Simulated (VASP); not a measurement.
# NiO (Fm-3m) in VASP: a series of runs

Runs on NiO. Level: PBE+U. Tasks: single point.

Program: VASP 6.6.1. These are calculated values, not measurements. Logs are shortened: lines on timing, memory, paths and dates and some standing lists are left out, and cuts for length are marked.

## Step 1: The cell of the first run

It takes space group Fm-3m (No. 225, cubic). The conventional cell has a = 4.172 Å, b = 4.172 Å, c = 4.172 Å, α = 90.00°, β = 90.00°, γ = 90.00°. Within 2.8 Å of Ni (site symmetry m-3m) lie 6 O at 2.09 Å. O (site symmetry m-3m) has 6 Ni at 2.09 Å within 2.8 Å.

## Step 2: Single point, PBE+U, collinear spin, ferromagnetic start

INCAR

```
ALGO = Normal ; EDIFF = 1E-6
ENCUT = 600 ; GGA = PE
GGA_COMPAT = F ; ISIF = 2
ISMEAR = -1 ; ISPIN = 2
LASPH = T ; LCHARG = F
LDAU = T ; LDAUJ = 0 0
LDAUL = 2 -1 ; LDAUPRINT = 1
LDAUTYPE = 2 ; LDAUU = 1 0
LMAXMIX = 4 ; LORBIT = 11
LREAL = F ; LWAVE = F
MAGMOM = 1.73 0.34 ; NBANDS = 19
NELM = 200 ; PREC = Accurate
SIGMA = 0.1
```

KPOINTS

```
k-points
0
Gamma
  11 11 11
```

POSCAR

```
NiO
1.0
    0.0000000000      2.0859016400      2.0859016400
    2.0859016400      0.0000000000      2.0859016400
    2.0859016400      2.0859016400      0.0000000000
Ni O
1 1
Direct
    0.0000000000      0.0000000000      0.0000000000
    0.5000000000      0.5000000000      0.5000000000
```

Potentials or basis: VASP PAW PBE potentials, release 64 (Ni, O).

Launch:

```
$ cat potpaw_PBE.64/Ni/POTCAR potpaw_PBE.64/O/POTCAR > POTCAR
$ mpirun -np 1 vasp_std > vasp.out
```

OUTCAR:

```text
EDIFF = 1E-6
   ENCUT = 600
   GGA = PE
   ISIF = 2
   ISMEAR = -1
   ISPIN = 2
   LASPH = T
   LORBIT = 11
   LREAL = F
   NELM = 200
   PREC = Accurate

 ion  position               nearest neighbor table
   1  0.000  0.000  0.000-   2 2.09   2 2.09   2 2.09   2 2.09   2 2.09   2 2.09
   2  0.500  0.500  0.500-   1 2.09   1 2.09   1 2.09   1 2.09   1 2.09   1 2.09

  LATTYP: Found a face centered cubic cell.
 ALAT       =     4.1718032800

  Lattice vectors:

 A1 = (   0.0000000000,   2.0859016400,   2.0859016400)
 A2 = (   2.0859016400,   0.0000000000,   2.0859016400)
 A3 = (   2.0859016400,   2.0859016400,   0.0000000000)

Analysis of symmetry for initial positions (statically):
=====================================================================
 Subroutine PRICEL returns:
 Original cell was already a primitive cell.

 Routine SETGRP: Setting up the symmetry group for a
 face centered cubic supercell.

 Subroutine GETGRP returns: Found 48 space group operations
 (whereof 48 operations were pure point group operations)
 out of a pool of 48 trial point group operations.

The static configuration has the point symmetry O_h .

Analysis of symmetry for dynamics (positions and initial velocities):
=====================================================================
 Subroutine PRICEL returns:
 Original cell was already a primitive cell.

 Routine SETGRP: Setting up the symmetry group for a
 face centered cubic supercell.

 Subroutine GETGRP returns: Found 48 space group operations
 (whereof 48 operations were pure point group operations)
 out of a pool of 48 trial point group operations.

The dynamic configuration has the point symmetry O_h .

Analysis of structural, dynamic, and magnetic symmetry:
=====================================================================
 Subroutine PRICEL returns:
 Original cell was already a primitive cell.

 Routine SETGRP: Setting up the symmetry group for a
 face centered cubic supercell.

 Subroutine GETGRP returns: Found 48 space group operations
 (whereof 48 operations were pure point group operations)
 out of a pool of 48 trial point group operations.

The overall configuration has the point symmetry O_h .

 Subroutine INISYM returns: Found 48 space group operations
 (whereof 48 operations are pure point group operations),
 and found     1 'primitive' translations

----------------------------------------------------------------------------------------

                                     Primitive cell

  volume of cell :      18.1515

  direct lattice vectors                    reciprocal lattice vectors
     0.000000000  2.085901640  2.085901640    -0.239704495  0.239704495  0.239704495
     2.085901640  0.000000000  2.085901640     0.239704495 -0.239704495  0.239704495
     2.085901640  2.085901640  0.000000000     0.239704495  0.239704495 -0.239704495

  length of vectors
     2.949910389  2.949910389  2.949910389     0.415180365  0.415180365  0.415180365

  position of ions in fractional coordinates (direct lattice)
     0.000000000  0.000000000  0.000000000
     0.500000000  0.500000000  0.500000000

  ion indices of the primitive-cell ions
   primitive index   ion index
                 1           1
                 2           2

----------------------------------------------------------------------------------------

 KPOINTS: k-points

Automatic generation of k-mesh.
 Grid dimensions read from file:
 generate k-points for:   11   11   11

 Generating k-lattice:

  Cartesian coordinates                     Fractional coordinates (reciprocal lattice)
    -0.021791318  0.021791318  0.021791318     0.090909091  0.000000000  0.000000000
     0.021791318 -0.021791318  0.021791318     0.000000000  0.090909091  0.000000000
[... 62 lines left out ...]
   IBRION =     -1    ionic relax: 0-MD 1-quasi-New 2-CG
   NFREE  =      0    steps in history (QN), initial steepest desc. (CG)
   ISIF   =      2    stress and relaxation
   ISYM   =      2    0-nonsym 1-usesym 2-fastsym
   POTIM  = 0.5000    time-step for ionic-motion
   TEBEG  =    0.0;   TEEND  =   0.0 temperature during run
   PSTRESS=    0.0 pullay stress
   NELECT =      16.0000    total number of electrons
   NUPDOWN=      -1.0000    fix difference up-down
   EMIN   =  10.00;   EMAX   =-10.00  energy-range for DOS
   EFERMI =   0.00;   METHOD = LEGACY
   ISMEAR =    -1;   SIGMA  =   0.10  broadening in eV -4-tet -1-fermi 0-gaus
   EFERMI_NEDOS =   21; number of points for ismear=-14 and -15
   IALGO  =     38    algorithm
   IMIX   =      4    mixing-type and parameters
     AMIX     =   0.40;   BMIX     =  1.00
     AMIX_MAG =   1.60;   BMIX_MAG =  1.00
  volume/ion in A,a.u.               =       9.08        61.25
  Fermi-wavevector in a.u.,A,eV,Ry     =   1.569680  2.966264 33.523312  2.463894
  Thomas-Fermi vector in A             =   2.671526
   LORBIT       =     11    0 simple, 1 ext, 2 COOP (PROOUT), +10 PAW based schemes
 LDA+U is selected, type is set to LDAUTYPE =  2
   angular momentum for each species LDAUL =     2   -1
   U (eV)           for each species LDAUU =   1.0  0.0
   J (eV)           for each species LDAUJ =   0.0  0.0
   GGA     = PE    functional components
   LHFCALC =     F    Hartree Fock is set to
   AEXX    =    0.0000 exact exchange contribution
   IVDW    =     0    specifies the selected vdW correction
   LEPSILON=     F    determine dielectric tensor
   LRPA    =     F    only Hartree local field effects (RPA)
 spin polarized calculation
  energy-cutoff  :      600.00
  volume of cell :       18.15
 maximum number of plane-waves:       620
   NGX = 11   NGY = 11   NGZ = 11

atom =   1  type =  1  l = 2

 onsite density matrix

spin component  1

  0.9673  0.0000  0.0000  0.0000  0.0000
  0.0000  0.9673  0.0000  0.0000 -0.0000
  0.0000  0.0000  1.0069  0.0000  0.0000
  0.0000  0.0000  0.0000  0.9673 -0.0000
  0.0000 -0.0000  0.0000 -0.0000  1.0069

spin component  2

  0.9603  0.0000 -0.0000  0.0000 -0.0000
  0.0000  0.9603  0.0000  0.0000 -0.0000
 -0.0000  0.0000  0.2279  0.0000  0.0000
  0.0000  0.0000  0.0000  0.9603 -0.0000
 -0.0000 -0.0000  0.0000 -0.0000  0.2279

 occupancies and eigenvectors

  o =  0.2279  v =  0.0000  0.0000  0.0000  0.0000  0.0000  0.0000  0.0000  1.0000  0.0000  0.0009      0.0000  0.0000  0.0000  0.0000  0.0000  0.0000  0.0000  0.0000  0.0000  0.0000
  o =  0.2279  v =  0.0000  0.0000  0.0000  0.0000  0.0000  0.0000 -0.0000  0.0009 -0.0000 -1.0000      0.0000  0.0000  0.0000  0.0000  0.0000  0.0000  0.0000  0.0000  0.0000  0.0000
  o =  0.9603  v =  0.0000  0.0000  0.0000  0.0000  0.0000  1.0000  0.0000  0.0000  0.0000  0.0000      0.0000  0.0000  0.0000  0.0000  0.0000  0.0000  0.0000  0.0000  0.0000  0.0000
  o =  0.9603  v =  0.0000  0.0000  0.0000  0.0000  0.0000  0.0000  0.2567 -0.0000 -0.9665  0.0000      0.0000  0.0000  0.0000  0.0000  0.0000  0.0000  0.0000  0.0000  0.0000  0.0000
  o =  0.9603  v =  0.0000  0.0000  0.0000  0.0000  0.0000  0.0000 -0.9665  0.0000 -0.2567  0.0000      0.0000  0.0000  0.0000  0.0000  0.0000  0.0000  0.0000  0.0000  0.0000  0.0000
  o =  0.9673  v =  0.0000  0.2306  0.0000 -0.9730 -0.0000  0.0000  0.0000  0.0000  0.0000  0.0000      0.0000  0.0000  0.0000  0.0000  0.0000  0.0000  0.0000  0.0000  0.0000  0.0000
  o =  0.9673  v =  0.0000  0.9730  0.0000  0.2306  0.0000  0.0000  0.0000  0.0000  0.0000  0.0000      0.0000  0.0000  0.0000  0.0000  0.0000  0.0000  0.0000  0.0000  0.0000  0.0000
  o =  0.9673  v =  1.0000  0.0000  0.0000  0.0000  0.0000  0.0000  0.0000  0.0000  0.0000  0.0000      0.0000  0.0000  0.0000  0.0000  0.0000  0.0000  0.0000  0.0000  0.0000  0.0000
  o =  1.0069  v =  0.0000  0.0000  0.0073  0.0000 -1.0000  0.0000  0.0000  0.0000  0.0000  0.0000      0.0000  0.0000  0.0000  0.0000  0.0000  0.0000  0.0000  0.0000  0.0000  0.0000
  o =  1.0069  v =  0.0000 -0.0000  1.0000 -0.0000  0.0073  0.0000  0.0000  0.0000  0.0000  0.0000      0.0000  0.0000  0.0000  0.0000  0.0000  0.0000  0.0000  0.0000  0.0000  0.0000

 number of electron      16.0000001 magnetization       1.9406430

 Free energy of the ion-electron system (eV)
  ---------------------------------------------------
  ext. energy  EPLUGINS =         0.00000000
  ---------------------------------------------------
  free energy    TOTEN  =       -11.17439796 eV

  energy without entropy =      -11.16029757  energy(sigma->0) =      -11.16734777

 E-fermi :   7.8882     XC(G=0): -12.6905

 val. band max:        7.8610615716   @ k =   0.4545   0.0000   0.0000
 cond. band min:       7.8968069376   @ k =   0.2727   0.2727   0.0000
 fundamental gap:      0.0357453660
 Fermi energy:         7.8882083305

 spin component 1

 k-point     1 :       0.0000    0.0000    0.0000
  band No.  band energies     occupation
      1     -12.3489      1.00000
      2       4.0276      1.00000
      3       4.0277      1.00000
      4       4.6680      1.00000
      5       4.6680      1.00000
      6       4.6680      1.00000
[... 1049 lines left out ...]
     18      39.4206      0.00000
     19      40.0572      0.00000

 [... further k-points ...]

------------------------ aborting loop because EDIFF is reached ----------------------------------------

  FORCE on cell =-STRESS in cart. coord.  units (eV):
  Direction    XX          YY          ZZ          XY          YZ          ZX
  --------------------------------------------------------------------------------------
  -------------------------------------------------------------------------------------
  Total        0.8188396      0.8188396      0.8188396     -0.0000000      0.0000000      0.0000000
  in kB       72.2766361     72.2766361     72.2766361     -0.0000000      0.0000000      0.0000000
  external PRESSURE =      72.2766361 kB  Pullay stress =       0.0000000 kB

 VOLUME and BASIS-vectors are now :
 -----------------------------------------------------------------------------
  energy-cutoff  :      600.00
  volume of cell :       18.15
      direct lattice vectors                 reciprocal lattice vectors
     0.000000000  2.085901640  2.085901640    -0.239704495  0.239704495  0.239704495
     2.085901640  0.000000000  2.085901640     0.239704495 -0.239704495  0.239704495
     2.085901640  2.085901640  0.000000000     0.239704495  0.239704495 -0.239704495

 POSITION                                       TOTAL-FORCE (eV/Angst)
 -----------------------------------------------------------------------------------
      0.00000      0.00000      0.00000         0.000000      0.000000      0.000000
      2.08590      2.08590      2.08590         0.000000      0.000000      0.000000
 -----------------------------------------------------------------------------------
    total drift:                                0.000000     -0.000000     -0.000000

  FREE ENERGIE OF THE ION-ELECTRON SYSTEM (eV)
  ---------------------------------------------------
  free  energy   TOTEN  =       -11.1743979628 eV

  energy  without entropy=      -11.1602975716  energy(sigma->0) =      -11.16734777

 total charge

# of ion       s       p       d       tot
------------------------------------------
    1        0.337   0.414   8.227   8.978
    2        1.549   3.450   0.000   4.999
--------------------------------------------------
tot          1.886   3.863   8.227  13.977

 magnetization (x)

# of ion       s       p       d       tot
------------------------------------------
    1        0.011   0.015   1.580   1.606
    2        0.028   0.263   0.000   0.291
--------------------------------------------------
tot          0.039   0.278   1.580   1.897
```

Wall time 36 s (1 thread of Intel Xeon Platinum 8488C (Sapphire Rapids), shared host); peak memory 0.17 GiB.

Results:

```
Free energy                                           : -11.1744 eV
Pressure                                              : 7.2 GPa
Net moment                                            : 1.94 μB per cell
Site moments                                          : Ni +1.61; O +0.29 μB
Valence electrons inside the program's atomic spheres : Ni 8.98; O 5.00
```

Eigenvalues of the final occupation matrices:
```
    site  spin  trace               eigenvalues
site 1 d     1   4.92  0.97 0.97 0.97 1.01 1.01
site 1 d     2   3.34  0.23 0.23 0.96 0.96 0.96
```

Caveat: the cell stands under pressure; a cell with one magnetic atom can't hold antiferromagnetic order, which such compounds often take. The state reached can hang on the start; a lower one may exist.

## Step 3: Single point, PBE+U, collinear spin, ferromagnetic start

INCAR

```
SYSTEM = NiO
  PREC = Accurate
  ENCUT = 600
  EDIFF = 1E-6
  ISMEAR = 1
  SIGMA = 0.05
  LREAL = .False.
  LASPH = .True.
  NELM = 200
  ALGO = Normal
  ISIF = 2
  LWAVE = .False.
  LCHARG = .False.
  ISPIN = 2
  MAGMOM = 1.91 0.21
  LORBIT = 11
  LMAXMIX = 4
  LDAU = .True.
  LDAUTYPE = 2
  LDAUL = 2 -1
  LDAUU = 7 0
  LDAUJ = 0 0
  LDAUPRINT = 1
  GGA = PE
  NBANDS = 19
  GGA_COMPAT = .False.
```

KPOINTS

```
regular mesh
0
Gamma
  11 11 11
  0 0 0
```

POSCAR is that of step 2.

Potentials or basis: VASP PAW PBE potentials, release 64 (Ni, O).

Launch:

```
$ cat potpaw_PBE.64/Ni/POTCAR potpaw_PBE.64/O/POTCAR > POTCAR
$ mpirun -np 1 vasp_std > vasp.out
```

Run time: 45 s. Hardware: 1 thread of AMD EPYC 7R43 (Zen 3), shared host; peak memory 0.14 GiB.

It converged, with:

- Free energy: -10.0683 eV
- Pressure: 2.1 GPa
- Band gap on the k mesh: 2.93 eV (least direct gap 3.55 eV)
- Net moment: 2.00 μB per cell
- Site moments: Ni +1.85; O +0.15 μB
- Valence electrons inside the program's atomic spheres: Ni 9.01; O 5.04

Levels at points of the mesh, in eV from the valence-band top:
Spin up:
```
           k point  band 6  band 7  band 8  band 9  band 10  band 11  band 12  band 13
(0.00, 0.00, 0.00)   -5.32   -1.25   -1.25   -1.25     2.93    17.74    17.74    17.74
```
Spin down:
| k point | band 5 | band 6 | band 7 | band 8 | band 9 | band 10 |
| --- | --- | --- | --- | --- | --- | --- |
| (0.00, 0.00, 0.00) | -0.93 | -0.93 | -0.93 | 2.97 | 2.97 | 3.27 |

Eigenvalues of the final occupation matrices:
```
    site  spin  trace               eigenvalues
site 1 d     1   5.05  0.99 0.99 0.99 1.04 1.04
site 1 d     2   3.22  0.13 0.13 0.99 0.99 0.99
```

Caveat: an odd mesh through Γ misses points on the zone boundary, where band edges can lie; a cell with one magnetic atom can't hold antiferromagnetic order, which such compounds often take.
